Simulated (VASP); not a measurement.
# Ag (Fm-3m) in VASP: notebook

Ag is run at these levels: LDA; tasks: single point.

Program: VASP 6.6.1. These are calculated values, not measurements. Logs are shortened: lines on timing, memory, paths and dates and some standing lists are left out, and cuts for length are marked.

## (1) The cell of the first run

Symmetry: Fm-3m, No. 225, cubic system. The conventional cell has a = 4.000 Å, b = 4.000 Å, c = 4.000 Å, α = 90.00°, β = 90.00°, γ = 90.00°. Ag (site symmetry m-3m) has 12 Ag at 2.83 Å within 3.7 Å.

## (2) Single point, LDA

INCAR reads:

```
  PREC = Accurate
  ENCUT = 520
  EDIFF = 1E-6
  ISMEAR = -1
  SIGMA = 0.05
  LREAL = False
  LASPH = True
  NELM = 60
  ALGO = Normal
  ISIF = 2
  LWAVE = False
  LCHARG = False
  NBANDS = 24
```

KPOINTS reads:

```
regular mesh
0
Gamma
  13 13 5
```

POSCAR reads:

```
Ag
1.0
    0.0000000000      2.0000103124     -2.0000103124
   -2.0000103124      0.0000000000      2.0000103124
    4.0000206248      4.0000206248      4.0000206248
Ag
3
Direct
    0.0000000000      0.0000000000      0.0000000000
    0.3333333330      0.6666666670      0.3333333330
    0.6666666670      0.3333333330      0.6666666670
```

Potentials or basis: VASP PAW LDA potentials, release 64 (Ag).

On the command line:

```bash
cat potpaw_LDA.64/Ag/POTCAR > POTCAR
mpirun -np 1 vasp_std > vasp.out
```

OUTCAR:

```text
PREC = Accurate
   ENCUT = 520
   EDIFF = 1E-6
   ISMEAR = -1
   LREAL = False
   LASPH = True
   NELM = 60
   ISIF = 2

 ion  position               nearest neighbor table
   1  0.000  0.000  0.000-   2 2.83   3 2.83   3 2.83   2 2.83   3 2.83   2 2.83
   2  0.333  0.667  0.333-   1 2.83   1 2.83   1 2.83   3 2.83   3 2.83   3 2.83
   3  0.667  0.333  0.667-   1 2.83   1 2.83   1 2.83   2 2.83   2 2.83   2 2.83

  LATTYP: Found a hexagonal cell.
 ALAT       =     2.8284417087
 C/A-ratio  =     2.4494897428

  Lattice vectors:

 A1 = (   0.0000000000,   2.0000103124,  -2.0000103124)
 A2 = (  -2.0000103124,   0.0000000000,   2.0000103124)
 A3 = (   4.0000206248,   4.0000206248,   4.0000206248)

Analysis of symmetry for initial positions (statically):
=====================================================================
 Subroutine PRICEL returns following result:

  LATTYP: Found a face centered cubic cell.
 ALAT       =     4.0000206208

  Lattice vectors:

 A1 = (   2.0000103104,   2.0000103104,   0.0000000000)
 A2 = (  -0.0000000020,   2.0000103104,   2.0000103124)
 A3 = (   2.0000103164,   0.0000000040,   2.0000103124)

   3 primitive cells build up your supercell.

 Routine SETGRP: Setting up the symmetry group for a
 hexagonal supercell.

 Subroutine GETGRP returns: Found 12 space group operations
 (whereof 12 operations were pure point group operations)
 out of a pool of 24 trial point group operations.

The static configuration has the point symmetry D_3d.

Analysis of symmetry for dynamics (positions and initial velocities):
=====================================================================
 Subroutine PRICEL returns following result:

  LATTYP: Found a face centered cubic cell.
 ALAT       =     4.0000206208

  Lattice vectors:

 A1 = (   2.0000103104,   2.0000103104,   0.0000000000)
 A2 = (  -0.0000000020,   2.0000103104,   2.0000103124)
 A3 = (   2.0000103164,   0.0000000040,   2.0000103124)

   3 primitive cells build up your supercell.

 Routine SETGRP: Setting up the symmetry group for a
 hexagonal supercell.

[... 92 lines left out ...]
 SYSTEM =  unknown system
   PREC   = accura    normal or accurate (medium, high low for compatibility)
   ISTART =      0    job   : 0-new  1-cont  2-samecut
   ICHARG =      2    charge: 1-file 2-atom 10-const
   ISPIN  =      1    spin polarized calculation?
   LNONCOLLINEAR =      F non collinear calculations
   LSORBIT =      F    spin-orbit coupling
   LASPH  =      T    aspherical Exc in radial PAW
   ENCUT  =  520.0 eV  38.22 Ry    6.18 a.u.   5.26  5.26 12.88*2*pi/ulx,y,z
   NELM   =     60;   NELMIN=  2; NELMDL= -5     # of ELM steps
   EDIFF  = 0.1E-05   stopping-criterion for ELM
   LREAL  =      F    real-space projection
   EDIFFG = 0.1E-04   stopping-criterion for IOM
   NSW    =      0    number of steps for IOM
   IBRION =     -1    ionic relax: 0-MD 1-quasi-New 2-CG
   NFREE  =      0    steps in history (QN), initial steepest desc. (CG)
   ISIF   =      2    stress and relaxation
   ISYM   =      2    0-nonsym 1-usesym 2-fastsym
   POTIM  = 0.5000    time-step for ionic-motion
   TEBEG  =    0.0;   TEEND  =   0.0 temperature during run
   PSTRESS=    0.0 pullay stress
   NELECT =      33.0000    total number of electrons
   NUPDOWN=      -1.0000    fix difference up-down
   EMIN   =  10.00;   EMAX   =-10.00  energy-range for DOS
   EFERMI =   0.00;   METHOD = LEGACY
   ISMEAR =    -1;   SIGMA  =   0.05  broadening in eV -4-tet -1-fermi 0-gaus
   EFERMI_NEDOS =   21; number of points for ismear=-14 and -15
   IALGO  =     38    algorithm
   IMIX   =      4    mixing-type and parameters
     AMIX     =   0.40;   BMIX     =  1.00
     AMIX_MAG =   1.60;   BMIX_MAG =  1.00
  volume/ion in A,a.u.               =      16.00       107.97
  Fermi-wavevector in a.u.,A,eV,Ry     =   1.444875  2.730417 28.404375  2.087663
  Thomas-Fermi vector in A             =   2.563120
   LORBIT       =      0    0 simple, 1 ext, 2 COOP (PROOUT), +10 PAW based schemes
   GGA     = CA    functional components
   LHFCALC =     F    Hartree Fock is set to
   AEXX    =    0.0000 exact exchange contribution
   IVDW    =     0    specifies the selected vdW correction
   LEPSILON=     F    determine dielectric tensor
   LRPA    =     F    only Hartree local field effects (RPA)
 non-spin polarized calculation
  energy-cutoff  :      520.00
  volume of cell :       48.00
 maximum number of plane-waves:      1306
 NGX is ok and might be reduce to    24
   NGX = 11   NGY = 11   NGZ = 25

 number of electron      33.0000006 magnetization

 Free energy of the ion-electron system (eV)
  ---------------------------------------------------
  ext. energy  EPLUGINS =         0.00000000
  ---------------------------------------------------
  free energy    TOTEN  =       -11.35755802 eV

  energy without entropy =      -11.35185910  energy(sigma->0) =      -11.35470856

 E-fermi :   9.2750     XC(G=0): -12.9616

 val. band max:        9.2361353713   @ k =   0.4615   0.0000   0.4000
 cond. band min:       9.2895040193   @ k =  -0.0769   0.2308   0.2000
 fundamental gap:      0.0533686479
 Fermi energy:         9.2749632143

 k-point     1 :       0.0000    0.0000    0.0000
  band No.  band energies     occupation
      1       0.7655      2.00000
      2       2.3785      2.00000
      3       2.3785      2.00000
      4       4.0547      2.00000
      5       4.0547      2.00000
      6       4.0586      2.00000
[... 637 lines left out ...]
     23      25.7145      0.00000
     24      26.4666      0.00000

 [... further k-points ...]

------------------------ aborting loop because EDIFF is reached ----------------------------------------

  FORCE on cell =-STRESS in cart. coord.  units (eV):
  Direction    XX          YY          ZZ          XY          YZ          ZX
  --------------------------------------------------------------------------------------
  -------------------------------------------------------------------------------------
  Total        0.0411353      0.0411353      0.0411353      0.1426439      0.1426439      0.1426439
  in kB        1.3730202      1.3730202      1.3730202      4.7611928      4.7611928      4.7611928
  external PRESSURE =       1.3730202 kB  Pullay stress =       0.0000000 kB

 VOLUME and BASIS-vectors are now :
 -----------------------------------------------------------------------------
  energy-cutoff  :      520.00
  volume of cell :       48.00
      direct lattice vectors                 reciprocal lattice vectors
     0.000000000  2.000010312 -2.000010312    -0.166665807  0.333331615 -0.166665807
    -2.000010312  0.000000000  2.000010312    -0.333331615  0.166665807  0.166665807
     4.000020625  4.000020625  4.000020625     0.083332904  0.083332904  0.083332904

 POSITION                                       TOTAL-FORCE (eV/Angst)
 -----------------------------------------------------------------------------------
      0.00000      0.00000      0.00000        -0.000000     -0.000000     -0.000000
     -0.00000      2.00001      2.00001        -0.000000      0.000000      0.000000
      2.00001      4.00002      2.00001         0.000000      0.000000      0.000000
 -----------------------------------------------------------------------------------
    total drift:                               -0.000000     -0.000000     -0.000000

  FREE ENERGIE OF THE ION-ELECTRON SYSTEM (eV)
  ---------------------------------------------------
  free  energy   TOTEN  =       -11.3575580247 eV

  energy  without entropy=      -11.3518590962  energy(sigma->0) =      -11.35470856
```

OSZICAR:

```text
N       E                     dE             d eps       ncg     rms          rms(c)
DAV:   1     0.212737236339E+03    0.21274E+03   -0.16537E+04  4376   0.134E+03
DAV:   2    -0.868557031317E+01   -0.22142E+03   -0.20663E+03  4616   0.316E+02
DAV:   3    -0.123429299584E+02   -0.36574E+01   -0.36457E+01  5264   0.478E+01
DAV:   4    -0.123564431362E+02   -0.13513E-01   -0.13512E-01  4848   0.279E+00
DAV:   5    -0.123565769833E+02   -0.13385E-03   -0.13385E-03  5376   0.300E-01    0.113E+01
DAV:   6    -0.114131685000E+02    0.94341E+00   -0.24863E+00  4656   0.148E+01    0.684E+00
DAV:   7    -0.113704946811E+02    0.42674E-01   -0.35207E-02  4872   0.150E+00    0.345E+00
DAV:   8    -0.113575206353E+02    0.12974E-01   -0.28270E-03  4920   0.453E-01    0.176E-01
DAV:   9    -0.113575570274E+02   -0.36392E-04   -0.26912E-05  5304   0.406E-02    0.231E-02
DAV:  10    -0.113575580247E+02   -0.99731E-06   -0.49744E-06  5008   0.192E-02
   1 F= -.11357558E+02 E0= -.11354709E+02  d E =-.569893E-02
```

stdout:

```text
POSCAR found type information on POSCAR Ag
 POSCAR found :  1 types and       3 ions
 scaLAPACK will be used
 LDA part: xc-table for (Slater(with rela. corr.)+CA(PZ))
 , standard interpolation
 POSCAR, INCAR and KPOINTS ok, starting setup
 FFT: planning ... GRIDC
 FFT: planning ... GRID_SOFT
 FFT: planning ... GRID
 WAVECAR not read
 entering main loop
```

It took 1.9 min on 1 thread of AMD EPYC 7R13, shared host; peak memory 0.18 GiB.

Results:

```yaml
Free_energy: -11.3576 eV
Pressure: 0.1 GPa
```

## (3) Single point, LDA

INCAR reads:

```
SYSTEM = Ag
PREC = Accurate
ENCUT = 520
EDIFF = 1E-7
ISMEAR = -1
SIGMA = 0.05
LREAL = .FALSE.
LASPH = .TRUE.
NELM = 60
ALGO = Normal
ISIF = 2
LWAVE = .FALSE.
LCHARG = .TRUE.
GGA = CA
LELF = .TRUE.
LVHAR = .TRUE.
NBANDS = 24
```

KPOINTS reads:

```
Automatic mesh
0
G
  13 13 5
  0 0 0
```

POSCAR is that of step 2.

Potentials or basis: VASP PAW LDA potentials, release 64 (Ag).

On the command line:

```bash
cat potpaw_LDA.64/Ag/POTCAR > POTCAR
mpirun -np 1 vasp_std > vasp.out
```

OUTCAR:

```text
SYSTEM = Ag
   PREC = Accurate
   ENCUT = 520
   EDIFF = 1E-7
   ISMEAR = -1
   LREAL = .FALSE.
   LASPH = .TRUE.
   NELM = 60
   ISIF = 2
   GGA = CA

 ion  position               nearest neighbor table
   1  0.000  0.000  0.000-   2 2.83   3 2.83   3 2.83   2 2.83   3 2.83   2 2.83
   2  0.333  0.667  0.333-   1 2.83   1 2.83   1 2.83   3 2.83   3 2.83   3 2.83
   3  0.667  0.333  0.667-   1 2.83   1 2.83   1 2.83   2 2.83   2 2.83   2 2.83

  LATTYP: Found a hexagonal cell.
 ALAT       =     2.8284417087
 C/A-ratio  =     2.4494897428

  Lattice vectors:

 A1 = (   0.0000000000,   2.0000103124,  -2.0000103124)
 A2 = (  -2.0000103124,   0.0000000000,   2.0000103124)
 A3 = (   4.0000206248,   4.0000206248,   4.0000206248)

Analysis of symmetry for initial positions (statically):
=====================================================================
 Subroutine PRICEL returns following result:

  LATTYP: Found a face centered cubic cell.
 ALAT       =     4.0000206208

  Lattice vectors:

 A1 = (   2.0000103104,   2.0000103104,   0.0000000000)
 A2 = (  -0.0000000020,   2.0000103104,   2.0000103124)
 A3 = (   2.0000103164,   0.0000000040,   2.0000103124)

   3 primitive cells build up your supercell.

 Routine SETGRP: Setting up the symmetry group for a
 hexagonal supercell.

 Subroutine GETGRP returns: Found 12 space group operations
 (whereof 12 operations were pure point group operations)
 out of a pool of 24 trial point group operations.

The static configuration has the point symmetry D_3d.

Analysis of symmetry for dynamics (positions and initial velocities):
=====================================================================
 Subroutine PRICEL returns following result:

  LATTYP: Found a face centered cubic cell.
 ALAT       =     4.0000206208

  Lattice vectors:

 A1 = (   2.0000103104,   2.0000103104,   0.0000000000)
 A2 = (  -0.0000000020,   2.0000103104,   2.0000103124)
 A3 = (   2.0000103164,   0.0000000040,   2.0000103124)
[... 124 lines left out ...]
   EFERMI_NEDOS =   21; number of points for ismear=-14 and -15
   IALGO  =     38    algorithm
   IMIX   =      4    mixing-type and parameters
     AMIX     =   0.40;   BMIX     =  1.00
     AMIX_MAG =   1.60;   BMIX_MAG =  1.00
  volume/ion in A,a.u.               =      16.00       107.97
  Fermi-wavevector in a.u.,A,eV,Ry     =   1.444875  2.730417 28.404375  2.087663
  Thomas-Fermi vector in A             =   2.563120
   LORBIT       =      0    0 simple, 1 ext, 2 COOP (PROOUT), +10 PAW based schemes
   GGA     = CA    functional components
   LHFCALC =     F    Hartree Fock is set to
   AEXX    =    0.0000 exact exchange contribution
   IVDW    =     0    specifies the selected vdW correction
   LEPSILON=     F    determine dielectric tensor
   LRPA    =     F    only Hartree local field effects (RPA)
 non-spin polarized calculation
  energy-cutoff  :      520.00
  volume of cell :       48.00
 maximum number of plane-waves:      1306
 NGX is ok and might be reduce to    24
   NGX = 11   NGY = 11   NGZ = 25

 number of electron      33.0000006 magnetization

 Free energy of the ion-electron system (eV)
  ---------------------------------------------------
  ext. energy  EPLUGINS =         0.00000000
  ---------------------------------------------------
  free energy    TOTEN  =       -11.35755801 eV

  energy without entropy =      -11.35185902  energy(sigma->0) =      -11.35470851

 E-fermi :   9.2749     XC(G=0): -12.9615

 val. band max:        9.2361165753   @ k =   0.4615   0.0000   0.4000
 cond. band min:       9.2894862257   @ k =  -0.0769   0.2308   0.2000
 fundamental gap:      0.0533696503
 Fermi energy:         9.2749432502

 k-point     1 :       0.0000    0.0000    0.0000
  band No.  band energies     occupation
      1       0.7655      2.00000
      2       2.3785      2.00000
      3       2.3785      2.00000
      4       4.0547      2.00000
      5       4.0547      2.00000
      6       4.0587      2.00000
[... 637 lines left out ...]
     23      25.7144      0.00000
     24      26.4666      0.00000

 [... further k-points ...]

------------------------ aborting loop because EDIFF is reached ----------------------------------------

  FORCE on cell =-STRESS in cart. coord.  units (eV):
  Direction    XX          YY          ZZ          XY          YZ          ZX
  --------------------------------------------------------------------------------------
  -------------------------------------------------------------------------------------
  Total        0.0468398      0.0468398      0.0468398      0.1426393      0.1426393      0.1426393
  in kB        1.5634276      1.5634276      1.5634276      4.7610410      4.7610410      4.7610410
  external PRESSURE =       1.5634276 kB  Pullay stress =       0.0000000 kB

 VOLUME and BASIS-vectors are now :
 -----------------------------------------------------------------------------
  energy-cutoff  :      520.00
  volume of cell :       48.00
      direct lattice vectors                 reciprocal lattice vectors
     0.000000000  2.000010312 -2.000010312    -0.166665807  0.333331615 -0.166665807
    -2.000010312  0.000000000  2.000010312    -0.333331615  0.166665807  0.166665807
     4.000020625  4.000020625  4.000020625     0.083332904  0.083332904  0.083332904

 POSITION                                       TOTAL-FORCE (eV/Angst)
 -----------------------------------------------------------------------------------
      0.00000      0.00000      0.00000        -0.000000     -0.000000     -0.000000
     -0.00000      2.00001      2.00001         0.000000      0.000000      0.000000
      2.00001      4.00002      2.00001         0.000000      0.000000      0.000000
 -----------------------------------------------------------------------------------
    total drift:                               -0.000000     -0.000000     -0.000000

  FREE ENERGIE OF THE ION-ELECTRON SYSTEM (eV)
  ---------------------------------------------------
  free  energy   TOTEN  =       -11.3575580051 eV

  energy  without entropy=      -11.3518590194  energy(sigma->0) =      -11.35470851
```

It took 2.2 min on 1 thread of AMD EPYC 7R13, shared host; peak memory 0.18 GiB.

Results:

- Free energy: -11.3576 eV
- Pressure: 0.2 GPa
